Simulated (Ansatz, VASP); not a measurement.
**PbS in VASP and in Ansatz**

Contents of INCAR:

```
PREC = Accurate
ENCUT = 520
EDIFF = 1E-6
ISMEAR = 0
SIGMA = 0.01
LREAL = F
LASPH = T
NELM = 60
ALGO = Normal
ISIF = 2
LWAVE = F
LCHARG = T
GGA = PE
LELF = T
LVHAR = T
NBANDS = 28
```

The input KPOINTS:

```
regular mesh
0
Gamma
  4 4 2
```

POSCAR

```
PbS
1.0
    2.9838607981     -2.9828938700      0.0000000000
    2.9838607981      2.9828938700      0.0000000000
   -1.0986781904      0.0000000000     11.1678408944
Pb S
2 2
Direct
    0.2263653800      0.2263653800      0.3722110100
    0.7736346200      0.7736346200      0.6277889900
    0.7295120500      0.7295120500      0.3897323800
    0.2704879500      0.2704879500      0.6102676200
```

Input for Ansatz:

```yaml
crystal:
  lattice:
    - [2.9838607981, -2.98289387, 0.0]
    - [2.9838607981, 2.98289387, 0.0]
    - [-1.0986781904, 0.0, 11.1678408944]
  atoms:
    - { symbol: Pb, position: [0.22636538, 0.22636538, 0.37221101] }
    - { symbol: Pb, position: [0.77363462, 0.77363462, 0.62778899] }
    - { symbol: S, position: [0.72951205, 0.72951205, 0.38973238] }
    - { symbol: S, position: [0.27048795, 0.27048795, 0.61026762] }
basis:
  ecutwfc: 420
kpoints:
  mp_grid: { grid: [4, 4, 2] }
hamiltonian:
  xc: pbe
scf:
  occupations: { method: fixed }
output:
  forces: true
  stress: true
  eigenvalues: true
```

Alike in both runs: task single point; functional PBE; k mesh 4 × 4 × 2; no spin polarisation.

|  | VASP | Ansatz |
| --- | --- | --- |
| version | VASP 6.6.1 | Ansatz 0.2.0 |
| potentials or method | VASP PAW PBE potentials, release 64 (Pb_d, S), cutoff 520 eV | scalar-relativistic, plane waves, PAW |
| occupations | gaussian, width 0.01 eV | fixed |
| valence electrons in the cell | 40 | 40 |

Ansatz gave:

```
gap on the k mesh at the Fermi level (eV) : 2.05
least direct gap on the mesh (eV)         : 2.06
rms of the force components (eV/Å)        : 0.072
```

Which values does VASP return?

gap on the k mesh at the Fermi level (eV): 2.05; least direct gap on the mesh (eV): 2.06; rms of the force components (eV/Å): 0.070.

Atom by atom the forces differ by 0.003 eV/Å (rms over components).

Spin-orbit coupling is off throughout.
